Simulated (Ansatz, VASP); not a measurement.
**One calculation of WSe, two programs**

```
W Se
1.0
     0.00000    2.87100    2.87100
     5.74201    2.87100    2.87100
     5.74201    5.74201    0.00000
W Se
2 2
Direct
  0.00000 0.00000 0.00000
  0.00000 0.00000 0.50000
  0.50000 0.50000 0.00000
  0.50000 0.50000 0.50000
```

Alike in both runs: task single point; functional PBE; k mesh 12 × 12 × 6; occupations gaussian, width 0.1 eV; collinear spin; Hubbard terms W d U = 6.2 eV.

|  | VASP | Ansatz |
| --- | --- | --- |
| version | VASP 6.6.1 | Ansatz 0.2.0 |
| potentials or method | VASP PAW PBE potentials, release 64 (W_sv, Se), cutoff 520 eV | scalar-relativistic, plane waves, PAW |
| valence electrons in the cell | 40 | 60 |

|  | VASP | Ansatz | Ansatz less VASP |
| --- | --- | --- | --- |
| gap on the k mesh at the Fermi level (eV) | none | none | - |
| pressure (GPa) | -3.3 | -1.2 | +2.07 |
| net moment per atom (μB) | 0.00 | 0.00 | 0.000 |
| size of the moment on the site where the two differ most (μB) | 0.02 | 0.09 | +0.069 |

Site moments also hang on the region over which each program counts them. The programs project onto different local orbitals, so the same U acts differently, and such runs can settle in different states. A gap of «none» marks a metal or a gap that the smearing closes. VASP's potentials hold 40 valence electrons a cell and Ansatz's 60, so a difference there can come from the potentials and not from the codes. Ansatz's warnings: filled band counts differ across k points, look outside group, minimisation memory short.

Spin-orbit coupling is off throughout.
